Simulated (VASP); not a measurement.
# Re (P-1) in VASP: single point with PBE

Aim: the single point of Re with PBE.

All numbers are computed with VASP 6.6.1; they aren't measurements. Logs are shortened: lines on timing, memory, paths and dates and some standing lists are left out, and cuts for length are marked.

## Step 1: The cell of the first run

The typed cell holds 2 atoms: a = 2.792 Å, b = 2.775 Å, c = 4.523 Å, α = 90.97°, β = 102.52°, γ = 119.74°.

## Step 2: Single point, PBE (engineering shear strain xz -0.2200, engineering shear strain yz -0.1467)

Input file INCAR:

```
PREC = Accurate ; ENCUT = 520
EDIFF = 1E-7 ; ISMEAR = 0
SIGMA = 0.15 ; LREAL = F
LASPH = T ; NELM = 60
ALGO = Fast ; ISIF = 2
LWAVE = F ; LCHARG = F
GGA = PE ; NBANDS = 14
```

Input file KPOINTS:

```
regular mesh
0
Gamma
  18 18 10
```

Input file POSCAR:

```
Re
1.0
    2.7748241524      0.0000000000     -0.3052306568
   -1.3874120762      2.4030682070     -0.0236497246
   -0.4932646191     -0.3289178165      4.4842238099
Re
2
Direct
    0.3333333333      0.6666666667      0.2500000000
    0.6666666667      0.3333333333      0.7500000000
```

Potentials or basis: VASP PAW PBE potentials, release 64 (Re).

The run is started by

```
$ cat potpaw_PBE.64/Re/POTCAR > POTCAR
$ mpirun -np 1 vasp_std > vasp.out
```

OUTCAR:

```text
PREC = Accurate
   ENCUT = 520
   EDIFF = 1E-7
   ISMEAR = 0
   LREAL = F
   LASPH = T
   NELM = 60
   ISIF = 2
   GGA = PE

 ion  position               nearest neighbor table
   1  0.333  0.667  0.250-   2 2.41   2 2.58   2 2.62   2 2.92   2 2.96   2 3.10   2 3.43
   2  0.667  0.333  0.750-   1 2.41   1 2.58   1 2.62   1 2.92   1 2.96   1 3.10   1 3.43

  LATTYP: Found a triclinic cell.
 ALAT       =     6.3781845995
 B/A-ratio  =     1.5274689846
 C/A-ratio  =     0.7600575783
 COS(alpha) =     0.0074962505
 COS(beta)  =     0.5756470763
 COS(gamma) =     0.8161535827

  Lattice vectors:

 A1 = (  -5.0563836857,   0.3289178165,  -3.8737624963)
 A2 = (  -3.1757069904,   3.0609038400,  -8.6868666876)
 A3 = (  -4.1622362286,  -2.4030682070,   0.6341110382)

Analysis of symmetry for initial positions (statically):
=====================================================================
 Subroutine PRICEL returns:
 Original cell was already a primitive cell.

 Routine SETGRP: Setting up the symmetry group for a
 triclinic supercell.

 Subroutine GETGRP returns: Found  2 space group operations
 (whereof  2 operations were pure point group operations)
 out of a pool of  2 trial point group operations.

The static configuration has the point symmetry S_2 .

Analysis of symmetry for dynamics (positions and initial velocities):
=====================================================================
 Subroutine PRICEL returns:
 Original cell was already a primitive cell.

 Routine SETGRP: Setting up the symmetry group for a
 triclinic supercell.

 Subroutine GETGRP returns: Found  2 space group operations
 (whereof  2 operations were pure point group operations)
 out of a pool of  2 trial point group operations.

The dynamic configuration has the point symmetry S_2 .

 Subroutine INISYM returns: Found  2 space group operations
 (whereof  2 operations are pure point group operations),
 and found     1 'primitive' translations

----------------------------------------------------------------------------------------

                                     Primitive cell

  volume of cell :      29.3785

  direct lattice vectors                    reciprocal lattice vectors
     2.774824152  0.000000000 -0.305230657     0.366530074  0.212166185  0.055880698
    -1.387412076  2.403068207 -0.023649725     0.003417318  0.418413402  0.031066528
    -0.493264619 -0.328917817  4.484223810     0.024966870  0.016648363  0.226971547

  length of vectors
     2.791561361  2.774924933  4.523246632     0.427178461  0.419579053  0.228946710

  position of ions in fractional coordinates (direct lattice)
     0.333333333  0.666666667  0.250000000
     0.666666667  0.333333333  0.750000000

  ion indices of the primitive-cell ions
   primitive index   ion index
                 1           1
                 2           2

----------------------------------------------------------------------------------------

 KPOINTS: regular mesh

Automatic generation of k-mesh.
 Grid dimensions read from file:
 generate k-points for:   18   18   10

 Generating k-lattice:

  Cartesian coordinates                     Fractional coordinates (reciprocal lattice)
     0.020362782  0.011787010  0.003104483     0.055555556  0.000000000  0.000000000
     0.000189851  0.023245189  0.001725918     0.000000000  0.055555556  0.000000000
     0.002496687  0.001664836  0.022697155     0.000000000 -0.000000000  0.100000000

  Length of vectors
     0.023732137  0.023309947  0.022894671

  Shift w.r.t. Gamma in fractional coordinates (k-lattice)
     0.000000000  0.000000000  0.000000000

 Subroutine IBZKPT returns following result:
 ===========================================

 Found   1624 irreducible k-points:

 Following reciprocal coordinates:
            Coordinates               Weight
  0.000000  0.000000  0.000000      1.000000
  0.055556  0.000000 -0.000000      2.000000
  0.111111  0.000000 -0.000000      2.000000
  0.166667  0.000000  0.000000      2.000000
  0.222222  0.000000  0.000000      2.000000
  0.277778  0.000000  0.000000      2.000000
[... 16 lines left out ...]
 -0.333333  0.055556  0.000000      2.000000
 -0.277778  0.055556 -0.000000      2.000000
 [... further k-points ...]
   k-points           NKPTS =   1624   k-points in BZ     NKDIM =   1624   number of bands    NBANDS=     14
   number of dos      NEDOS =    301   number of ions     NIONS =      2
   total plane-waves  NPLWV =  20736
   dimension x,y,z NGX =    24 NGY =   24 NGZ =   36
   dimension x,y,z NGXF=    48 NGYF=   48 NGZF=   72
   ions per type =               2
   NGX,Y,Z   is equivalent  to a cutoff of  14.29, 14.38, 13.23 a.u.
   NGXF,Y,Z  is equivalent  to a cutoff of  28.59, 28.76, 26.46 a.u.
 SYSTEM =  unknown system
   PREC   = accura    normal or accurate (medium, high low for compatibility)
   ISTART =      0    job   : 0-new  1-cont  2-samecut
   ICHARG =      2    charge: 1-file 2-atom 10-const
   ISPIN  =      1    spin polarized calculation?
   LNONCOLLINEAR =      F non collinear calculations
   LSORBIT =      F    spin-orbit coupling
   LASPH  =      T    aspherical Exc in radial PAW
   ENCUT  =  520.0 eV  38.22 Ry    6.18 a.u.   5.19  5.16  8.41*2*pi/ulx,y,z
   NELM   =     60;   NELMIN=  2; NELMDL= -5     # of ELM steps
   EDIFF  = 0.1E-06   stopping-criterion for ELM
   LREAL  =      F    real-space projection
   EDIFFG = 0.1E-05   stopping-criterion for IOM
   NSW    =      0    number of steps for IOM
   IBRION =     -1    ionic relax: 0-MD 1-quasi-New 2-CG
   NFREE  =      0    steps in history (QN), initial steepest desc. (CG)
   ISIF   =      2    stress and relaxation
   ISYM   =      2    0-nonsym 1-usesym 2-fastsym
   POTIM  = 0.5000    time-step for ionic-motion
   TEBEG  =    0.0;   TEEND  =   0.0 temperature during run
   PSTRESS=    0.0 pullay stress
   NELECT =      14.0000    total number of electrons
   NUPDOWN=      -1.0000    fix difference up-down
   EMIN   =  10.00;   EMAX   =-10.00  energy-range for DOS
   EFERMI =   0.00;   METHOD = LEGACY
   ISMEAR =     0;   SIGMA  =   0.15  broadening in eV -4-tet -1-fermi 0-gaus
   EFERMI_NEDOS =   21; number of points for ismear=-14 and -15
   IALGO  =     68    algorithm
   IMIX   =      4    mixing-type and parameters
     AMIX     =   0.40;   BMIX     =  1.00
     AMIX_MAG =   1.60;   BMIX_MAG =  1.00
  volume/ion in A,a.u.               =      14.69        99.13
  Fermi-wavevector in a.u.,A,eV,Ry     =   1.278716  2.416423 22.247088  1.635115
  Thomas-Fermi vector in A             =   2.411243
   LORBIT       =      0    0 simple, 1 ext, 2 COOP (PROOUT), +10 PAW based schemes
   GGA     = PE    functional components
   LHFCALC =     F    Hartree Fock is set to
   AEXX    =    0.0000 exact exchange contribution
   IVDW    =     0    specifies the selected vdW correction
   LEPSILON=     F    determine dielectric tensor
   LRPA    =     F    only Hartree local field effects (RPA)
 non-spin polarized calculation
 RMM-DIIS sequential band-by-band and
 Gauss-broadening in eV      SIGMA  =   0.15
  energy-cutoff  :      520.00
  volume of cell :       29.38
 maximum number of plane-waves:       806
 NGX is ok and might be reduce to    24
   NGX = 11   NGY = 11   NGZ = 17

 number of electron      14.0000000 magnetization

 Free energy of the ion-electron system (eV)
  ---------------------------------------------------
  ext. energy  EPLUGINS =         0.00000000
  ---------------------------------------------------
  free energy    TOTEN  =       -23.98477702 eV

  energy without entropy =      -23.96324473  energy(sigma->0) =      -23.97401087

 E-fermi :   8.4343     XC(G=0): -13.7079

 val. band max:        8.4342640149   @ k =  -0.4444   0.2222   0.5000
 cond. band min:       8.4346511945   @ k =   0.3333  -0.3333   0.4000
 fundamental gap:      0.0003871796
 Fermi energy:         8.4343150786

 k-point     1 :       0.0000    0.0000    0.0000
  band No.  band energies     occupation
      1      -1.9265      2.00000
      2       1.5554      2.00000
      3       5.3100      2.00000
      4       6.3929      2.00000
      5       6.5120      2.00000
      6       6.8475      2.00000
      7       7.0075      2.00000
      8       8.4945      0.57047
      9       8.8481      0.00010
     10       9.4677      0.00000
     11      10.0259      0.00000
     12      10.8885      0.00000
     13      19.2669      0.00000
     14      22.6185      0.00000

 k-point     2 :       0.0556    0.0000   -0.0000
  band No.  band energies     occupation
      1      -1.7944      2.00000
      2       1.6523      2.00000
      3       5.3141      2.00000
      4       6.3529      2.00000
      5       6.4932      2.00000
      6       6.7844      2.00000
      7       7.0793      2.00000
      8       8.2769      1.86215
      9       8.3983      1.26555
     10       9.3595      0.00000
     11      10.7736      0.00000
     12      11.0208      0.00000
     13      19.2586      0.00000
     14      22.7970      0.00000

 k-point     3 :       0.1111    0.0000   -0.0000
  band No.  band energies     occupation
      1      -1.4094      2.00000
      2       1.9188      2.00000
      3       5.2131      2.00000
      4       6.0278      2.00000
      5       6.6052      2.00000
      6       6.7806      2.00000
      7       7.2741      2.00000
      8       7.5159      2.00000
      9       8.1863      1.98062
     10       9.2748      0.00000
     11      11.3057      0.00000
     12      11.9053      0.00000
     13      19.2575      0.00000
     14      23.2642      0.00000

 k-point     4 :       0.1667    0.0000    0.0000
  band No.  band energies     occupation
      1      -0.8072      2.00000
      2       2.2731      2.00000
      3       4.8108      2.00000
      4       5.6846      2.00000
      5       6.5281      2.00000
      6       6.9398      2.00000
      7       7.0306      2.00000
      8       7.5648      2.00000
      9       8.2945      1.81260
     10       9.1751      0.00000
     11      11.6606      0.00000
     12      12.9750      0.00000
     13      19.3339      0.00000
     14      23.6599      0.00000

 k-point     5 :       0.2222    0.0000    0.0000
  band No.  band energies     occupation
      1      -0.0575      2.00000
      2       2.5621      2.00000
      3       4.2519      2.00000
      4       5.3591      2.00000
      5       6.2548      2.00000
      6       6.6956      2.00000
      7       7.2172      2.00000
      8       8.1961      1.97528
      9       8.8317      0.00018
     10       9.1563      0.00000
     11      12.0008      0.00000
[... 276 lines left out ...]
 k-point    22 :      -0.3889    0.0556   -0.0000
  band No.  band energies     occupation
      1       1.6732      2.00000
      2       2.4460      2.00000
      3       3.0903      2.00000
      4       5.2828      2.00000
      5       5.5613      2.00000
      6       6.2371      2.00000
      7       8.6068      0.10383
      8       9.8939      0.00000
      9      10.7417      0.00000
     10      11.2621      0.00000
     11      12.5444      0.00000
     12      15.0622      0.00000
     13      19.1310      0.00000
     14      21.0902      0.00000

 k-point    23 :      -0.3333    0.0556    0.0000
  band No.  band energies     occupation
      1       1.1529      2.00000
      2       2.6638      2.00000
      3       3.4679      2.00000
      4       5.1076      2.00000
      5       5.7516      2.00000
      6       6.3176      2.00000
      7       7.9969      1.99996
      8       9.1887      0.00000
      9       9.8738      0.00000
     10      10.3124      0.00000
     11      12.2982      0.00000
     12      14.7765      0.00000
     13      20.4194      0.00000
     14      21.2023      0.00000

 k-point    24 :      -0.2778    0.0556   -0.0000
  band No.  band energies     occupation
      1       0.4194      2.00000
      2       2.7254      2.00000
      3       3.9465      2.00000
      4       5.1444      2.00000
      5       5.9969      2.00000
      6       6.5419      2.00000
      7       7.4240      2.00000
      8       8.6161      0.08651
      9       9.1580      0.00000
     10       9.5126      0.00000
     11      12.0069      0.00000
     12      14.3934      0.00000
     13      19.8512      0.00000
     14      22.6464      0.00000

 [... further k-points ...]

------------------------ aborting loop because EDIFF is reached ----------------------------------------

  FORCE on cell =-STRESS in cart. coord.  units (eV):
  Direction    XX          YY          ZZ          XY          YZ          ZX
  --------------------------------------------------------------------------------------
  -------------------------------------------------------------------------------------
  Total        2.1550114      2.9322446      5.0239508     -1.0245374      3.0104454      4.3936452
  in kB      117.5249303    159.9118459    273.9843882    -55.8738062    164.1765775    239.6102650
  external PRESSURE =     183.8070548 kB  Pullay stress =       0.0000000 kB

 VOLUME and BASIS-vectors are now :
 -----------------------------------------------------------------------------
  energy-cutoff  :      520.00
  volume of cell :       29.38
      direct lattice vectors                 reciprocal lattice vectors
     2.774824152  0.000000000 -0.305230657     0.366530074  0.212166185  0.055880698
    -1.387412076  2.403068207 -0.023649725     0.003417318  0.418413402  0.031066528
    -0.493264619 -0.328917817  4.484223810     0.024966870  0.016648363  0.226971547

 POSITION                                       TOTAL-FORCE (eV/Angst)
 -----------------------------------------------------------------------------------
     -0.12332      1.51982      1.00355         1.040937      0.402387      0.363432
      1.01746      0.55433      3.15180        -1.040937     -0.402387     -0.363432
 -----------------------------------------------------------------------------------
    total drift:                               -0.000000      0.000000     -0.000000

  FREE ENERGIE OF THE ION-ELECTRON SYSTEM (eV)
  ---------------------------------------------------
  free  energy   TOTEN  =       -23.9847770178 eV

  energy  without entropy=      -23.9632447289  energy(sigma->0) =      -23.97401087
```

Wall time 25 min (1 thread of Intel Xeon 8259CL, shared host); peak memory 0.67 GiB.

What came out:

| Item | Value |
| --- | --- |
| Free energy | -23.9848 eV |
| Pressure | 18.4 GPa |
| Largest force | 1.174 eV/Å |
| Band gap on the k mesh | zero (bands 7 and 8 overlap by 3.10 eV) |

Forces in eV/Å, atoms in the order of the input:
```
Re   1.041  0.402  0.363
Re  -1.041 -0.402 -0.363
```

Levels at points of the mesh, in eV from the Fermi level:
```
           k point  band 4  band 5  band 6  band 7  band 8  band 9  band 10  band 11
(0.00, 0.00, 0.00)   -2.04   -1.92   -1.59   -1.43    0.06    0.41     1.03     1.59
(0.50, 0.00, 0.00)   -3.03   -2.81   -1.84    0.95    3.43    3.52     4.53     5.42
(0.00, 0.50, 0.00)   -3.91   -2.26   -1.80    1.09    2.58    3.49     3.58     5.72
(0.50, 0.50, 0.00)   -3.93   -2.32   -1.79    1.12    2.36    3.50     3.60     5.67
(0.00, 0.00, 0.50)   -3.43   -2.35   -2.07   -1.25   -0.60   -0.15     0.32     3.01
(0.50, 0.00, 0.50)   -3.83   -1.00   -0.56    0.20    1.22    3.02     4.06     4.42
(0.00, 0.50, 0.50)   -4.24   -0.44   -0.34    0.09    1.28    3.31     3.63     4.67
(0.50, 0.50, 0.50)   -4.34   -0.34   -0.31    0.14    1.21    3.34     3.55     4.71
```

Caveat: the cell differs from its parent crystal (engineering shear strain xz -0.2200, engineering shear strain yz -0.1467); the stress differs along the axes, from 12 to 27 GPa; spin-orbit coupling is left out, which moves the levels of the heavy elements; forces of over 1 eV/Å act on the atoms, so gaps and moduli don't describe the material at rest.
